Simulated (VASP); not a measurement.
# Al2O3 (P-6m2) in VASP: a series of runs

Runs on Al2O3. Level: LDA. Tasks: single point.

Program: VASP 6.6.1. These are calculated values, not measurements. Logs are shortened: lines on timing, memory, paths and dates and some standing lists are left out, and cuts for length are marked.

### 1 The cell of the first run

It takes space group P-6m2 (No. 187, hexagonal). Conventional cell: a = 2.971 Å, b = 2.971 Å, c = 9.337 Å, α = 90.00°, β = 90.00°, γ = 120.00°. Al (site symmetry 3m) has 6 O at 1.84 to 2.21 Å within 2.4 Å. Within 2.4 Å of O (site symmetry 3m) lie 3 Al at 1.84 Å. Within 2.9 Å of O (site symmetry -6m2) lie 6 Al at 2.21 Å and 6 O at 2.69 Å.

### 2 Single point, LDA (strain +0.030 along x and y, +0.000 along z)

INCAR reads:

```
SYSTEM = Al2O3
ALGO = Normal ; EDIFF = 1E-6
ENCUT = 520 ; GGA = CA
ISIF = 2 ; ISMEAR = 0
LASPH = .True. ; LCHARG = .False.
LREAL = .False. ; LWAVE = .False.
NBANDS = 20 ; NELM = 80
PREC = Accurate ; SIGMA = 0.05
```

KPOINTS reads:

```
k-points
0
Gamma
  12 12 4
  0 0 0
```

POSCAR reads:

```
Al2O3
1.0
    2.9708546968      0.0000000000      0.0000000000
   -1.4854273484      2.5728356383      0.0000000000
    0.0000000000      0.0000000000      9.3367544600
Al O
2 3
Direct
    0.0000000000      0.0000000000      0.1499923300
    0.0000000000      0.0000000000      0.8500076700
    0.3333333333      0.6666666667      0.2223169200
    0.6666666667      0.3333333333      0.0000000000
    0.3333333333      0.6666666667      0.7776830800
```

Potentials or basis: VASP PAW LDA potentials, release 64 (Al, O).

Run with:

```bash
cat potpaw_LDA.64/Al/POTCAR potpaw_LDA.64/O/POTCAR > POTCAR
mpirun -np 1 vasp_std > vasp.out
```

OUTCAR:

```text
SYSTEM = Al2O3
   EDIFF = 1E-6
   ENCUT = 520
   GGA = CA
   ISIF = 2
   ISMEAR = 0
   LASPH = .True.
   LREAL = .False.
   NELM = 80
   PREC = Accurate

 ion  position               nearest neighbor table
   1  0.000  0.000  0.150-   3 1.84   3 1.84   3 1.84   4 2.21   4 2.21   4 2.21   2 2.80
   2  0.000  0.000  0.850-   5 1.84   5 1.84   5 1.84   4 2.21   4 2.21   4 2.21   1 2.80
   3  0.333  0.667  0.222-   1 1.84   1 1.84   1 1.84
   4  0.667  0.333  0.000-   1 2.21   2 2.21   1 2.21   2 2.21   1 2.21   2 2.21
   5  0.333  0.667  0.778-   2 1.84   2 1.84   2 1.84

  LATTYP: Found a hexagonal cell.
 ALAT       =     2.9708546968
 C/A-ratio  =     3.1427839504

  Lattice vectors:

 A1 = (   2.9708546968,   0.0000000000,   0.0000000000)
 A2 = (  -1.4854273484,   2.5728356383,   0.0000000000)
 A3 = (   0.0000000000,   0.0000000000,   9.3367544600)

Analysis of symmetry for initial positions (statically):
=====================================================================
 Subroutine PRICEL returns:
 Original cell was already a primitive cell.

 Routine SETGRP: Setting up the symmetry group for a
 hexagonal supercell.

 Subroutine GETGRP returns: Found 12 space group operations
 (whereof 12 operations were pure point group operations)
 out of a pool of 24 trial point group operations.

The static configuration has the point symmetry D_3h.

Analysis of symmetry for dynamics (positions and initial velocities):
=====================================================================
 Subroutine PRICEL returns:
 Original cell was already a primitive cell.

 Routine SETGRP: Setting up the symmetry group for a
 hexagonal supercell.

 Subroutine GETGRP returns: Found 12 space group operations
 (whereof 12 operations were pure point group operations)
 out of a pool of 24 trial point group operations.

The dynamic configuration has the point symmetry D_3h.

 Subroutine INISYM returns: Found 12 space group operations
 (whereof 12 operations are pure point group operations),
 and found     1 'primitive' translations

----------------------------------------------------------------------------------------

                                     Primitive cell

  volume of cell :      71.3657

  direct lattice vectors                    reciprocal lattice vectors
     2.970854697  0.000000000  0.000000000     0.336603470  0.194338104  0.000000000
    -1.485427348  2.572835638  0.000000000     0.000000000  0.388676208  0.000000000
     0.000000000  0.000000000  9.336754460     0.000000000  0.000000000  0.107103598

  length of vectors
     2.970854697  2.970854697  9.336754460     0.388676208  0.388676208  0.107103598

  position of ions in fractional coordinates (direct lattice)
     0.000000000  0.000000000  0.149992330
     0.000000000  0.000000000  0.850007670
     0.333333333  0.666666667  0.222316920
     0.666666667  0.333333333  0.000000000
     0.333333333  0.666666667  0.777683080

  ion indices of the primitive-cell ions
   primitive index   ion index
                 1           1
                 2           2
                 3           3
                 4           4
                 5           5

----------------------------------------------------------------------------------------

 KPOINTS: k-points

Automatic generation of k-mesh.
 Grid dimensions read from file:
 generate k-points for:   12   12    4

 Generating k-lattice:

  Cartesian coordinates                     Fractional coordinates (reciprocal lattice)
     0.028050289  0.016194842  0.000000000     0.083333333 -0.000000000  0.000000000
     0.000000000  0.032389684  0.000000000     0.000000000  0.083333333  0.000000000
     0.000000000  0.000000000  0.026775900     0.000000000  0.000000000  0.250000000

  Length of vectors
     0.032389684  0.032389684  0.026775900

  Shift w.r.t. Gamma in fractional coordinates (k-lattice)
     0.000000000  0.000000000  0.000000000

 Subroutine IBZKPT returns following result:
 ===========================================

 Found     57 irreducible k-points:

 Following reciprocal coordinates:
            Coordinates               Weight
  0.000000  0.000000  0.000000      1.000000
  0.083333  0.000000  0.000000      6.000000
  0.166667  0.000000  0.000000      6.000000
  0.250000  0.000000  0.000000      6.000000
  0.333333  0.000000  0.000000      6.000000
  0.416667  0.000000  0.000000      6.000000
[... 16 lines left out ...]
  0.250000  0.000000  0.250000     12.000000
  0.333333  0.000000  0.250000     12.000000
 [... further k-points ...]
   k-points           NKPTS =     57   k-points in BZ     NKDIM =     57   number of bands    NBANDS=     20
   number of dos      NEDOS =    301   number of ions     NIONS =      5
   total plane-waves  NPLWV =  40320
   dimension x,y,z NGX =    24 NGY =   24 NGZ =   70
   dimension x,y,z NGXF=    48 NGYF=   48 NGZF=  140
   ions per type =               2   3
   NGX,Y,Z   is equivalent  to a cutoff of  13.43, 13.43, 12.46 a.u.
   NGXF,Y,Z  is equivalent  to a cutoff of  26.86, 26.86, 24.93 a.u.
 SYSTEM =  Al2O3
   PREC   = accura    normal or accurate (medium, high low for compatibility)
   ISTART =      0    job   : 0-new  1-cont  2-samecut
   ICHARG =      2    charge: 1-file 2-atom 10-const
   ISPIN  =      1    spin polarized calculation?
   LNONCOLLINEAR =      F non collinear calculations
   LSORBIT =      F    spin-orbit coupling
   LASPH  =      T    aspherical Exc in radial PAW
   ENCUT  =  520.0 eV  38.22 Ry    6.18 a.u.   5.52  5.52 17.36*2*pi/ulx,y,z
   NELM   =     80;   NELMIN=  2; NELMDL= -5     # of ELM steps
   EDIFF  = 0.1E-05   stopping-criterion for ELM
   LREAL  =      F    real-space projection
   EDIFFG = 0.1E-04   stopping-criterion for IOM
   NSW    =      0    number of steps for IOM
   IBRION =     -1    ionic relax: 0-MD 1-quasi-New 2-CG
   NFREE  =      0    steps in history (QN), initial steepest desc. (CG)
   ISIF   =      2    stress and relaxation
   ISYM   =      2    0-nonsym 1-usesym 2-fastsym
   POTIM  = 0.5000    time-step for ionic-motion
   TEBEG  =    0.0;   TEEND  =   0.0 temperature during run
   PSTRESS=    0.0 pullay stress
   NELECT =      24.0000    total number of electrons
   NUPDOWN=      -1.0000    fix difference up-down
   EMIN   =  10.00;   EMAX   =-10.00  energy-range for DOS
   EFERMI =   0.00;   METHOD = LEGACY
   ISMEAR =     0;   SIGMA  =   0.05  broadening in eV -4-tet -1-fermi 0-gaus
   EFERMI_NEDOS =   21; number of points for ismear=-14 and -15
   IALGO  =     38    algorithm
   IMIX   =      4    mixing-type and parameters
     AMIX     =   0.40;   BMIX     =  1.00
     AMIX_MAG =   1.60;   BMIX_MAG =  1.00
  volume/ion in A,a.u.               =      14.27        96.32
  Fermi-wavevector in a.u.,A,eV,Ry     =   1.138454  2.151366 17.634202  1.296077
  Thomas-Fermi vector in A             =   2.275158
   LORBIT       =      0    0 simple, 1 ext, 2 COOP (PROOUT), +10 PAW based schemes
   GGA     = CA    functional components
   LHFCALC =     F    Hartree Fock is set to
   AEXX    =    0.0000 exact exchange contribution
   IVDW    =     0    specifies the selected vdW correction
   LEPSILON=     F    determine dielectric tensor
   LRPA    =     F    only Hartree local field effects (RPA)
 non-spin polarized calculation
 Gauss-broadening in eV      SIGMA  =   0.05
  energy-cutoff  :      520.00
  volume of cell :       71.37
 maximum number of plane-waves:      1958
 NGX is ok and might be reduce to    24
   NGX = 11   NGY = 11   NGZ = 35

 number of electron      23.9999999 magnetization

 Free energy of the ion-electron system (eV)
  ---------------------------------------------------
  ext. energy  EPLUGINS =         0.00000000
  ---------------------------------------------------
  free energy    TOTEN  =       -39.76414306 eV

  energy without entropy =      -39.76414306  energy(sigma->0) =      -39.76414306

 E-fermi :   0.6015     XC(G=0):  -8.7083

 val. band max:        0.3066459271   @ k =   0.1667   0.0000   0.0000
 cond. band min:       4.2845689242   @ k =   0.0000   0.0000   0.0000
 fundamental gap:      3.9779229972
 Fermi energy:         0.6014610578

 k-point     1 :       0.0000    0.0000    0.0000
  band No.  band energies     occupation
      1     -17.8343      2.00000
      2     -16.8087      2.00000
      3     -15.6896      2.00000
      4      -4.3992      2.00000
      5      -1.7100      2.00000
      6      -1.2589      2.00000
[... 12 lines left out ...]
     19      13.8845      0.00000
     20      14.1041      0.00000

 k-point     2 :       0.0833    0.0000    0.0000
  band No.  band energies     occupation
      1     -17.7562      2.00000
      2     -16.7514      2.00000
      3     -15.6645      2.00000
      4      -4.3614      2.00000
      5      -1.9937      2.00000
      6      -1.4040      2.00000
[... 12 lines left out ...]
     19      13.4472      0.00000
     20      14.0719      0.00000

 k-point     3 :       0.1667    0.0000    0.0000
  band No.  band energies     occupation
      1     -17.5309      2.00000
      2     -16.5897      2.00000
      3     -15.6000      2.00000
      4      -4.3018      2.00000
      5      -2.7649      2.00000
      6      -1.9727      2.00000
[... 12 lines left out ...]
     19      12.9057      0.00000
     20      13.7531      0.00000

 k-point     4 :       0.2500    0.0000    0.0000
  band No.  band energies     occupation
      1     -17.1867      2.00000
      2     -16.3563      2.00000
      3     -15.5281      2.00000
      4      -4.4082      2.00000
      5      -3.7605      2.00000
      6      -2.6968      2.00000
[... 429 lines left out ...]
 k-point    23 :       0.2500    0.0000    0.2500
  band No.  band energies     occupation
      1     -17.1867      2.00000
      2     -16.3564      2.00000
      3     -15.5280      2.00000
      4      -4.4085      2.00000
      5      -3.7595      2.00000
      6      -2.6953      2.00000
[... 12 lines left out ...]
     19      12.2975      0.00000
     20      13.2572      0.00000

 k-point    24 :       0.3333    0.0000    0.2500
  band No.  band energies     occupation
      1     -16.7757      2.00000
      2     -16.1062      2.00000
      3     -15.4964      2.00000
      4      -4.7855      2.00000
      5      -4.6795      2.00000
      6      -3.3271      2.00000
[... 12 lines left out ...]
     19      12.2979      0.00000
     20      13.3413      0.00000

 [... further k-points ...]

------------------------ aborting loop because EDIFF is reached ----------------------------------------

  FORCE on cell =-STRESS in cart. coord.  units (eV):
  Direction    XX          YY          ZZ          XY          YZ          ZX
  --------------------------------------------------------------------------------------
  -------------------------------------------------------------------------------------
  Total       -8.1653507     -8.1653507     -2.8475288      0.0000000     -0.0000000      0.0000000
  in kB     -183.3141676   -183.3141676    -63.9277338      0.0000000     -0.0000000      0.0000000
  external PRESSURE =    -143.5186897 kB  Pullay stress =       0.0000000 kB

 VOLUME and BASIS-vectors are now :
 -----------------------------------------------------------------------------
  energy-cutoff  :      520.00
  volume of cell :       71.37
      direct lattice vectors                 reciprocal lattice vectors
     2.970854697  0.000000000  0.000000000     0.336603470  0.194338104  0.000000000
    -1.485427348  2.572835638  0.000000000     0.000000000  0.388676208  0.000000000
     0.000000000  0.000000000  9.336754460     0.000000000  0.000000000  0.107103598

 POSITION                                       TOTAL-FORCE (eV/Angst)
 -----------------------------------------------------------------------------------
      0.00000      0.00000      1.40044         0.000000     -0.000000      0.537895
      0.00000      0.00000      7.93631         0.000000      0.000000     -0.537895
     -0.00000      1.71522      2.07572         0.000000      0.000000     -1.030203
      1.48543      0.85761      0.00000        -0.000000     -0.000000      0.000000
     -0.00000      1.71522      7.26104         0.000000      0.000000      1.030203
 -----------------------------------------------------------------------------------
    total drift:                               -0.000000      0.000000      0.000000

  FREE ENERGIE OF THE ION-ELECTRON SYSTEM (eV)
  ---------------------------------------------------
  free  energy   TOTEN  =       -39.7641430581 eV

  energy  without entropy=      -39.7641430581  energy(sigma->0) =      -39.76414306
```

Wall time 68 s (1 thread of Intel Xeon 6975P-C (Granite Rapids), shared host); peak memory 0.19 GiB.

Results:

* Free energy: -39.7641 eV
* Pressure: -14.4 GPa
* Largest force: 1.030 eV/Å
* Band gap on the k mesh: 3.98 eV, indirect (least direct gap 4.19 eV)

Forces on the atoms (eV/Å):
```
Al   0.000  0.000  0.538
Al   0.000  0.000 -0.538
O    0.000  0.000 -1.030
O    0.000  0.000  0.000
O    0.000  0.000  1.030
```

Caveat: the cell differs from its parent crystal (strain +0.030 along x and y, +0.000 along z); forces of over 1 eV/Å act on the atoms, so gaps and moduli don't describe the material at rest.

(Part 1 of 2 ends here.)
